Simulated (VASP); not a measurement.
# Sr: single point with revPBE

The system is Sr.

```
Sr
1.0
     0.00000    4.69342    4.69342
     4.69342    0.00000    4.69342
     4.69342    4.69342    0.00000
Sr
2
Cartesian
  1.1734 1.1734 1.1734
  8.2135 8.2135 8.2135
```

This isn't the form of Sr at room conditions, which is fcc.

```yaml
Program: VASP 6.6.1
Task: single point
Functional: revPBE
Potentials_or_basis: VASP PAW PBE potentials, release 64 (Sr_sv)
Cutoff: 520 eV
k_mesh: 7 × 7 × 7
Occupations: fermi-dirac, width 0.1 eV
Spin: no spin polarisation
Dipole_correction: no
Further_INCAR_settings: ALGO = Normal; EDIFF = 1e-06; NBANDS = 17
```

| Item | Value |
| --- | --- |
| Pressure | 0.4 GPa |
| Band gap on the k mesh | zero (bands 10 and 11 overlap by 0.77 eV) |

Levels at points of the mesh, in eV from the Fermi level:
```tsv
k point	band 6	band 7	band 8	band 9	band 10	band 11	band 12	band 13	band 14	band 15
(0.00, 0.00, 0.00)	-19.53	-19.53	-19.53	-2.70	0.69	0.69	0.69	0.89	0.89	1.46
```

Run time: 50 s on 1 thread of AMD EPYC 9R45 96-Core Processor (Zen 5), with other jobs on the host, peak memory 0.32 GiB.

Caveat: the PAW data sets were made with another functional, which shifts forces and pressure a little.
